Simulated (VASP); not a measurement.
Set up this calculation in VASP 6.6.1, as the native input.

```
Task                   : single point
Functional             : LDA
Potentials or basis    : VASP PAW LDA potentials, release 64 (Te, Mo_sv)
Cutoff                 : 520 eV
k mesh                 : 9 × 9 × 2
Occupations            : gaussian, width 0.02 eV
Spin                   : no spin polarisation
Dipole correction      : no
Further INCAR settings : ALGO = Normal; EDIFF = 1e-06; NBANDS = 35
```

The structure of Te2Mo lies in POSCAR:

```
Te2Mo
1.0
    3.4699809507      0.0000000000      0.0000000000
   -1.7349904753      3.0050916540      0.0000000000
    0.0000000000      0.0000000000     25.1417168822
Te Mo
4 2
Direct
    0.3333333333      0.6666666667      0.0651840890
    0.6666666667      0.3333333333      0.7919873555
    0.6666666667      0.3333333333      0.9348159110
    0.3333333333      0.6666666667      0.2080126445
    0.3333333333      0.6666666667      0.8632906996
    0.6666666667      0.3333333333      0.1367093004
```

The input as run:

INCAR

```
SYSTEM = Te2Mo
  PREC = Accurate
  ENCUT = 520
  EDIFF = 1E-6
  ISMEAR = 0
  SIGMA = 0.02
  LREAL = .FALSE.
  LASPH = .TRUE.
  NELM = 60
  ALGO = Normal
  ISIF = 2
  LWAVE = .FALSE.
  LCHARG = .FALSE.
  GGA = CA
  NBANDS = 35
```

KPOINTS

```
Automatic mesh
0
G
  9 9 2
  0 0 0
```

Potentials or basis: VASP PAW LDA potentials, release 64 (Te, Mo_sv).

Command:

```console
$ cat potpaw_LDA.64/Te/POTCAR potpaw_LDA.64/Mo_sv/POTCAR > POTCAR
$ mpirun -np 1 vasp_std > vasp.out
```

It gave:

```yaml
Largest_force: 0.058 eV/Å
Band_gap_on_the_k_mesh: 0.96 eV, indirect (least direct gap 1.18 eV)
```

Caveat: spin-orbit coupling is left out, which moves the levels of the heavy elements.

Wall time 5.1 min on 1 thread of Intel(R) Xeon(R) Platinum 8375C CPU @ 2.90GHz (Ice Lake) (shared host), peak memory 0.41 GiB.
